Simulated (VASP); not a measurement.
# TlBr (Pm-3m) in VASP: dielectric tensor with PBE

Aim: the dielectric tensor of TlBr with PBE.

Program: VASP 6.6.1. These are calculated values, not measurements. Logs are shortened: lines on timing, memory, paths and dates and some standing lists are left out, and cuts for length are marked.

### Step 1. The cell of the first run

Symmetry: Pm-3m, No. 221, cubic system. The conventional cell has a = 3.945 Å, b = 3.945 Å, c = 3.945 Å, α = 90.00°, β = 90.00°, γ = 90.00°. Tl (site symmetry m-3m) has 8 Br at 3.42 Å and 6 Tl at 3.95 Å within 4.5 Å. Br (site symmetry m-3m) has 8 Tl at 3.42 Å and 6 Br at 3.95 Å within 4.5 Å.

### Step 2. Dielectric tensor, PBE

Input file INCAR:

```
PREC = Accurate ; ENCUT = 400
EDIFF = 1E-8 ; ISMEAR = 0
SIGMA = 0.01 ; LREAL = F
LASPH = T ; NELM = 120
ALGO = Normal ; ISIF = 2
LWAVE = F ; LCHARG = F
GGA = PE ; LEPSILON = T
GGA_COMPAT = F
```

Input file KPOINTS:

```
Automatic mesh
0
Gamma
  6 6 6
```

Input file POSCAR:

```
TlBr
1.0
    3.9451847160      0.0000000000      0.0000000000
    0.0000000000      3.9451847160      0.0000000000
    0.0000000000      0.0000000000      3.9451847160
Tl Br
1 1
Direct
    0.0000000000      0.0000000000      0.0000000000
    0.5000000000      0.5000000000      0.5000000000
```

Potentials or basis: VASP PAW PBE potentials, release 64 (Tl_d, Br).

Launch:

```
cat potpaw_PBE.64/Tl_d/POTCAR potpaw_PBE.64/Br/POTCAR > POTCAR
mpirun -np 1 vasp_std > vasp.out
```

OUTCAR:

```text
PREC = Accurate
   ENCUT = 400
   EDIFF = 1E-8
   ISMEAR = 0
   LREAL = F
   LASPH = T
   NELM = 120
   ISIF = 2
   GGA = PE
   LEPSILON = T

 ion  position               nearest neighbor table
   1  0.000  0.000  0.000-   2 3.42   2 3.42   2 3.42   2 3.42   2 3.42   2 3.42   2 3.42   2 3.42

   2  0.500  0.500  0.500-   1 3.42   1 3.42   1 3.42   1 3.42   1 3.42   1 3.42   1 3.42   1 3.42

  LATTYP: Found a simple cubic cell.
 ALAT       =     3.9451847160

  Lattice vectors:

 A1 = (   3.9451847160,   0.0000000000,   0.0000000000)
 A2 = (   0.0000000000,   3.9451847160,   0.0000000000)
 A3 = (   0.0000000000,   0.0000000000,   3.9451847160)

Analysis of symmetry for initial positions (statically):
=====================================================================
 Subroutine PRICEL returns:
 Original cell was already a primitive cell.

 Routine SETGRP: Setting up the symmetry group for a
 simple cubic supercell.

 Subroutine GETGRP returns: Found 48 space group operations
 (whereof 48 operations were pure point group operations)
 out of a pool of 48 trial point group operations.

The static configuration has the point symmetry O_h .

Analysis of symmetry for dynamics (positions and initial velocities):
=====================================================================
 Subroutine PRICEL returns:
 Original cell was already a primitive cell.

 Routine SETGRP: Setting up the symmetry group for a
 simple cubic supercell.

 Subroutine GETGRP returns: Found 48 space group operations
 (whereof 48 operations were pure point group operations)
 out of a pool of 48 trial point group operations.

The dynamic configuration has the point symmetry O_h .

 Subroutine INISYM returns: Found 48 space group operations
 (whereof 48 operations are pure point group operations),
 and found     1 'primitive' translations

----------------------------------------------------------------------------------------

[... 490 lines left out ...]
     3.945184716  0.000000000  0.000000000     0.253473556  0.000000000  0.000000000
     0.000000000  3.945184716  0.000000000     0.000000000  0.253473556  0.000000000
     0.000000000  0.000000000  3.945184716     0.000000000  0.000000000  0.253473556

 POSITION                                       TOTAL-FORCE (eV/Angst)
 -----------------------------------------------------------------------------------
      0.00000      0.00000      0.00000         0.000000      0.000000      0.000000
      1.97259      1.97259      1.97259         0.000000      0.000000      0.000000
 -----------------------------------------------------------------------------------
    total drift:                               -0.000000      0.000000      0.000000

  FREE ENERGIE OF THE ION-ELECTRON SYSTEM (eV)
  ---------------------------------------------------
  free  energy   TOTEN  =        -5.5156706670 eV

  energy  without entropy=       -5.5156706670  energy(sigma->0) =       -5.51567067

 HEAD OF MICROSCOPIC STATIC DIELECTRIC TENSOR (INDEPENDENT PARTICLE, excluding Hartree and local field effects)
 ------------------------------------------------------
           6.909704     0.000000     0.000000
          -0.000000     6.909704     0.000000
          -0.000000     0.000000     6.909704
 ------------------------------------------------------

 Free energy of the ion-electron system (eV)
  ---------------------------------------------------
  ---------------------------------------------------
  free energy    TOTEN  =        -1.01177092 eV

  energy without entropy =       -1.01177092

------------------------ aborting loop because EDIFF is reached ----------------------------------------

--------------------------------------- Ionic step        2  -------------------------------------------

------------------------ aborting loop because EDIFF is reached ----------------------------------------

--------------------------------------- Ionic step        3  -------------------------------------------

 Free energy of the ion-electron system (eV)
  ---------------------------------------------------
  ---------------------------------------------------
  free energy    TOTEN  =        -1.01177097 eV

  energy without entropy =       -1.01177097

------------------------ aborting loop because EDIFF is reached ----------------------------------------

 PIEZOELECTRIC TENSOR FIELD DIRECTION 3  (e Angst)
 -----------------------------------------------------------------------------
    -0.00324  0.00000  0.00000           (  0.00000  0.00000  0.00000)
     0.00000 -0.00324  0.00000           (  0.00000  0.00000  0.00000)
     0.00000 -0.00000  0.00643           (  0.00000  0.00000 -0.00001)

 PIEZOELECTRIC TENSOR FIELD DIRECTION 3  (C/m^2)
 -----------------------------------------------------------------------------
    -0.00084  0.00000  0.00000
     0.00000 -0.00084  0.00000
     0.00000 -0.00000  0.00168

 MACROSCOPIC STATIC DIELECTRIC TENSOR (including local field effects in DFT)
 ------------------------------------------------------
           6.398979     0.000000     0.000000
          -0.000000     6.398979    -0.000000
           0.000000     0.000000     6.398979
 ------------------------------------------------------

 PIEZOELECTRIC TENSOR (including local field effects)  for field in x, y, z        (e  Angst)
          XX          YY          ZZ          XY          YZ          ZX
  --------------------------------------------------------------------------------
  x     0.00000     0.00000     0.00000     0.00000     0.00000     0.00000
  y     0.00000     0.00000     0.00000     0.00000     0.00000     0.00000
  z     0.00000     0.00000     0.00000     0.00000     0.00000     0.00000

 PIEZOELECTRIC TENSOR (including local field effects)  for field in x, y, z        (C/m^2)
          XX          YY          ZZ          XY          YZ          ZX
  --------------------------------------------------------------------------------
  x     0.00000     0.00000     0.00000     0.00000     0.00000     0.00000
  y     0.00000     0.00000     0.00000     0.00000     0.00000     0.00000
  z     0.00000     0.00000     0.00000     0.00000     0.00000     0.00000

 BORN EFFECTIVE CHARGES (including local field effects) (in |e|, cummulative output)
 ---------------------------------------------------------------------------------
 ion    1
    1     2.13378    -0.00000     0.00000
    2    -0.00000     2.13378    -0.00000
    3     0.00000     0.00000     2.13378
 ion    2
    1    -2.13378     0.00000    -0.00000
    2     0.00000    -2.13378     0.00000
    3    -0.00000    -0.00000    -2.13378
```

OSZICAR:

```text
N       E                     dE             d eps       ncg     rms          rms(c)
DAV:   1     0.851349048832E+02    0.85135E+02   -0.87366E+03   576   0.101E+03
[... 13 lines left out ...]
RMM:   6    -0.100946419535E+01   -0.14785E-02   -0.39201E-05  1781   0.422E-02    0.187E-02
RMM:   7    -0.101161475162E+01   -0.21506E-02   -0.21387E-05  1718   0.320E-02    0.566E-03
RMM:   8    -0.101180670771E+01   -0.19196E-03   -0.33935E-06  1635   0.995E-03    0.155E-03
RMM:   9    -0.101177016573E+01    0.36542E-04   -0.43517E-07  1759   0.304E-03    0.273E-04
RMM:  10    -0.101177253695E+01   -0.23712E-05    0.34644E-07  1805   0.837E-04    0.159E-04
RMM:  11    -0.101177096801E+01    0.15689E-05    0.27258E-07  1663   0.234E-04    0.271E-05
RMM:  12    -0.101177097069E+01   -0.26734E-08   -0.11661E-08   661   0.496E-05    0.112E-05
```

It took 84 s on 1 thread of Intel Xeon Platinum 8488C (Sapphire Rapids), shared host; peak memory 0.21 GiB.

Results:

```
Band gap on the k mesh                  : 1.79 eV
Electronic dielectric tensor (diagonal) : 6.40
Born charges (mean of the diagonal)     : Tl +2.13; Br -2.13 e
```

Levels at points of the mesh, in eV from the valence-band top:
```tsv
k point	band 6	band 7	band 8	band 9	band 10	band 11	band 12	band 13	band 14
(0.00, 0.00, 0.00)	-9.97	-4.72	-1.42	-1.42	-1.42	6.94	6.94	7.32	7.32
(0.50, 0.00, 0.00)	-9.97	-5.70	-0.89	-0.89	0.00	1.79	5.75	5.75	7.90
(0.50, 0.50, 0.00)	-9.92	-3.81	-3.12	-3.12	-0.81	4.89	4.89	7.46	7.68
(0.50, 0.50, 0.50)	-9.91	-2.75	-2.05	-2.05	-2.05	2.03	2.03	2.03	12.98
```

Electronic dielectric tensor:
```
6.40 0.00 0.00
0.00 6.40 0.00
0.00 0.00 6.40
```

Born effective charge tensors (e):
atom 1, Tl
```
2.13 0.00 0.00
0.00 2.13 0.00
0.00 0.00 2.13
```
atom 2, Br
```
-2.13  0.00  0.00
 0.00 -2.13  0.00
 0.00  0.00 -2.13
```

Caveat: spin-orbit coupling is left out, which moves the levels of the heavy elements.
